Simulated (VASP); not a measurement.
Wanted: the native input for a VASP 6.6.1 run.

```
Task                   : single point
Functional             : PBE
Potentials or basis    : VASP PAW PBE potentials, release 64 (Cu)
Cutoff                 : 520 eV
k mesh                 : 24 × 24 × 24
Occupations            : gaussian, width 0.15 eV
Spin                   : no spin polarisation
Dipole correction      : no
Further INCAR settings : ALGO = Fast; EDIFF = 1e-07; NBANDS = 12
```

The structure of Cu lies in POSCAR:

```
Cu
1.0
   -1.5396914708      1.5396914708      1.3327569371
    1.5396914708     -1.5396914708      1.3327569371
    1.5396914708      1.5396914708     -1.3327569371
Cu
1
Direct
    0.0000000000      0.0000000000      0.0000000000
```

This cell differs from its parent crystal: volume 12.638 Å^3 an atom, c/a of the conventional cell 0.8656.

These files were run (other wordings do the same):

INCAR

```
PREC = Accurate ; ENCUT = 520
EDIFF = 1E-7 ; ISMEAR = 0
SIGMA = 0.15 ; LREAL = F
LASPH = T ; NELM = 60
ALGO = Fast ; ISIF = 2
LWAVE = F ; LCHARG = F
GGA = PE ; NBANDS = 12
```

KPOINTS

```
Automatic mesh
0
Gamma
  24 24 24
```

Potentials or basis: VASP PAW PBE potentials, release 64 (Cu).

Launch:

```bash
$ cat potpaw_PBE.64/Cu/POTCAR > POTCAR
$ mpirun -np 1 vasp_std > vasp.out
```

It gave:

The pressure is -5.0 GPa.

Wall time 3.1 min on 1 thread of AMD EPYC 7R43 64-Core Processor (Zen 3), on a shared host, peak memory 0.21 GiB.
